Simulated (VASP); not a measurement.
# LiF (P6_3mc) in VASP: further runs

Runs on LiF. Level: PBE. Tasks: single point.

Program: VASP 6.6.1. These are calculated values, not measurements. Logs are shortened: lines on timing, memory, paths and dates and some standing lists are left out, and cuts for length are marked.

### Step 1. The cell of the first run

The structure is hexagonal, space group P6_3mc (No. 186). Conventional cell: a = 3.093 Å, b = 3.093 Å, c = 5.006 Å, α = 90.00°, β = 90.00°, γ = 120.00°. Li (site symmetry 3m) has 4 F at 1.78 to 1.92 Å within 2.4 Å. Within 2.4 Å of F (site symmetry 3m) lie 4 Li at 1.78 to 1.92 Å.

### Step 2. Single point, PBE

The input, INCAR:

```
SYSTEM = LiF
PREC = Accurate ; ENCUT = 520
EDIFF = 1E-6 ; ISMEAR = 0
SIGMA = 0.05 ; LREAL = .False.
LASPH = .True. ; NELM = 60
ALGO = Normal ; ISIF = 2
LWAVE = .False. ; LCHARG = .True.
GGA = PE ; LELF = .True.
LVHAR = .True. ; NBANDS = 18
```

The input, KPOINTS:

```
Automatic mesh
0
Gamma
  9 9 6
  0 0 0
```

The input, POSCAR:

```
LiF
1.0
    3.0932795901      0.0000000000      0.0000000000
   -1.5466397950      2.6788587060      0.0000000000
    0.0000000000      0.0000000000      5.0058543606
Li F
2 2
Direct
    0.3333333333      0.6666666667      0.3504708074
    0.6666666667      0.3333333333      0.8504708074
    0.3333333333      0.6666666667      0.9939266766
    0.6666666667      0.3333333333      0.4939266766
```

Potentials or basis: VASP PAW PBE potentials, release 64 (Li_sv, F).

The run is started by

```
$ cat potpaw_PBE.64/Li_sv/POTCAR potpaw_PBE.64/F/POTCAR > POTCAR
$ mpirun -np 1 vasp_std > vasp.out
```

OUTCAR:

```text
SYSTEM = LiF
   PREC = Accurate
   ENCUT = 520
   EDIFF = 1E-6
   ISMEAR = 0
   LREAL = .False.
   LASPH = .True.
   NELM = 60
   ISIF = 2
   GGA = PE

 ion  position               nearest neighbor table
   1  0.333  0.667  0.350-   3 1.78   4 1.92   4 1.92   4 1.92
   2  0.667  0.333  0.850-   4 1.78   3 1.92   3 1.92   3 1.92
   3  0.333  0.667  0.994-   1 1.78   2 1.92   2 1.92   2 1.92
   4  0.667  0.333  0.494-   2 1.78   1 1.92   1 1.92   1 1.92

  LATTYP: Found a hexagonal cell.
 ALAT       =     3.0932795901
 C/A-ratio  =     1.6183000000

  Lattice vectors:

 A1 = (   3.0932795901,   0.0000000000,   0.0000000000)
 A2 = (  -1.5466397950,   2.6788587060,   0.0000000000)
 A3 = (   0.0000000000,   0.0000000000,   5.0058543606)

Analysis of symmetry for initial positions (statically):
=====================================================================
 Subroutine PRICEL returns:
 Original cell was already a primitive cell.

 Routine SETGRP: Setting up the symmetry group for a
 hexagonal supercell.

 Subroutine GETGRP returns: Found 12 space group operations
 (whereof  6 operations were pure point group operations)
 out of a pool of 24 trial point group operations.

The static configuration has the point symmetry C_3v.
 The point group associated with its full space group is C_6v.

Analysis of symmetry for dynamics (positions and initial velocities):
=====================================================================
 Subroutine PRICEL returns:
 Original cell was already a primitive cell.

 Routine SETGRP: Setting up the symmetry group for a
 hexagonal supercell.

 Subroutine GETGRP returns: Found 12 space group operations
 (whereof  6 operations were pure point group operations)
 out of a pool of 24 trial point group operations.

The dynamic configuration has the point symmetry C_3v.
 The point group associated with its full space group is C_6v.

 Subroutine INISYM returns: Found 12 space group operations
 (whereof  6 operations are pure point group operations),
 and found     1 'primitive' translations

----------------------------------------------------------------------------------------

                                     Primitive cell

  volume of cell :      41.4808
[... 83 lines left out ...]
 SYSTEM =  LiF
   PREC   = accura    normal or accurate (medium, high low for compatibility)
   ISTART =      0    job   : 0-new  1-cont  2-samecut
   ICHARG =      2    charge: 1-file 2-atom 10-const
   ISPIN  =      1    spin polarized calculation?
   LNONCOLLINEAR =      F non collinear calculations
   LSORBIT =      F    spin-orbit coupling
   LASPH  =      T    aspherical Exc in radial PAW
   ENCUT  =  520.0 eV  38.22 Ry    6.18 a.u.   5.75  5.75  9.31*2*pi/ulx,y,z
   NELM   =     60;   NELMIN=  2; NELMDL= -5     # of ELM steps
   EDIFF  = 0.1E-05   stopping-criterion for ELM
   LREAL  =      F    real-space projection
[... 7 lines left out ...]
   TEBEG  =    0.0;   TEEND  =   0.0 temperature during run
   PSTRESS=    0.0 pullay stress
   NELECT =      20.0000    total number of electrons
   NUPDOWN=      -1.0000    fix difference up-down
   EMIN   =  10.00;   EMAX   =-10.00  energy-range for DOS
   EFERMI =   0.00;   METHOD = LEGACY
   ISMEAR =     0;   SIGMA  =   0.05  broadening in eV -4-tet -1-fermi 0-gaus
   EFERMI_NEDOS =   21; number of points for ismear=-14 and -15
   IALGO  =     38    algorithm
   IMIX   =      4    mixing-type and parameters
     AMIX     =   0.40;   BMIX     =  1.00
     AMIX_MAG =   1.60;   BMIX_MAG =  1.00
  volume/ion in A,a.u.               =      10.37        69.98
  Fermi-wavevector in a.u.,A,eV,Ry     =   1.283716  2.425872 22.421420  1.647928
  Thomas-Fermi vector in A             =   2.415953
   LORBIT       =      0    0 simple, 1 ext, 2 COOP (PROOUT), +10 PAW based schemes
   GGA     = PE    functional components
   LHFCALC =     F    Hartree Fock is set to
   AEXX    =    0.0000 exact exchange contribution
   IVDW    =     0    specifies the selected vdW correction
   LEPSILON=     F    determine dielectric tensor
   LRPA    =     F    only Hartree local field effects (RPA)
 non-spin polarized calculation
 Gauss-broadening in eV      SIGMA  =   0.05
  energy-cutoff  :      520.00
  volume of cell :       41.48
 maximum number of plane-waves:      1134
 NGX is ok and might be reduce to    24
   NGX = 11   NGY = 11   NGZ = 19

 number of electron      19.9999969 magnetization

 Free energy of the ion-electron system (eV)
  ---------------------------------------------------
  ext. energy  EPLUGINS =         0.00000000
  ---------------------------------------------------
  free energy    TOTEN  =       -19.24630293 eV

  energy without entropy =      -19.24630293  energy(sigma->0) =      -19.24630293

 E-fermi :  -2.4253     XC(G=0):  -8.6392

 val. band max:       -2.7154405877   @ k =   0.0000   0.0000   0.0000
 cond. band min:       4.9019904052   @ k =   0.0000   0.0000   0.0000
 fundamental gap:      7.6174309929
 Fermi energy:        -2.4252993956

 k-point     1 :       0.0000    0.0000    0.0000
  band No.  band energies     occupation
      1     -43.2171      2.00000
      2     -43.1826      2.00000
      3     -22.0292      2.00000
      4     -21.8901      2.00000
      5      -4.6202      2.00000
      6      -2.9889      2.00000
[... 481 lines left out ...]
      5      -4.4324      2.00000
      6      -3.8943      2.00000
[... 10 lines left out ...]
     17      15.6961      0.00000
     18      17.6774      0.00000

 [... further k-points ...]

------------------------ aborting loop because EDIFF is reached ----------------------------------------

  FORCE on cell =-STRESS in cart. coord.  units (eV):
  Direction    XX          YY          ZZ          XY          YZ          ZX
  --------------------------------------------------------------------------------------
  -------------------------------------------------------------------------------------
  Total       -0.2439659     -0.2439659      0.7814834     -0.0000000      0.0000000      0.0000000
  in kB       -9.4230718     -9.4230718     30.1844423     -0.0000000      0.0000000      0.0000000
  external PRESSURE =       3.7794329 kB  Pullay stress =       0.0000000 kB

 VOLUME and BASIS-vectors are now :
 -----------------------------------------------------------------------------
  energy-cutoff  :      520.00
  volume of cell :       41.48
      direct lattice vectors                 reciprocal lattice vectors
     3.093279590  0.000000000  0.000000000     0.323281479  0.186646649  0.000000000
    -1.546639795  2.678858706  0.000000000     0.000000000  0.373293298  0.000000000
     0.000000000  0.000000000  5.005854361     0.000000000  0.000000000  0.199766099

 POSITION                                       TOTAL-FORCE (eV/Angst)
 -----------------------------------------------------------------------------------
     -0.00000      1.78591      1.75441         0.000000     -0.000000      0.480727
      1.54664      0.89295      4.25733        -0.000000     -0.000000      0.480727
     -0.00000      1.78591      4.97545        -0.000000      0.000000     -0.480727
      1.54664      0.89295      2.47253         0.000000      0.000000     -0.480727
 -----------------------------------------------------------------------------------
    total drift:                                0.000001      0.000001     -0.004973

  FREE ENERGIE OF THE ION-ELECTRON SYSTEM (eV)
  ---------------------------------------------------
  free  energy   TOTEN  =       -19.2463029267 eV

  energy  without entropy=      -19.2463029267  energy(sigma->0) =      -19.24630293
```

Wall time 47 s (1 thread of Intel Xeon 8259CL, shared host); peak memory 0.17 GiB.

Results:

```
Free energy            : -19.2463 eV
Largest force          : 0.481 eV/Å
Band gap on the k mesh : 7.62 eV
```

Forces on the atoms (eV/Å):
```
Li   0.000  0.000  0.481
Li   0.000  0.000  0.481
F    0.000  0.000 -0.481
F    0.000  0.000 -0.481
```

Caveat: the cutoff is under 1.25 times the usual one of these potentials, so pressure, stress and relaxed cells hold a basis-set (Pulay) error.

(Part 1 of 2 ends here.)
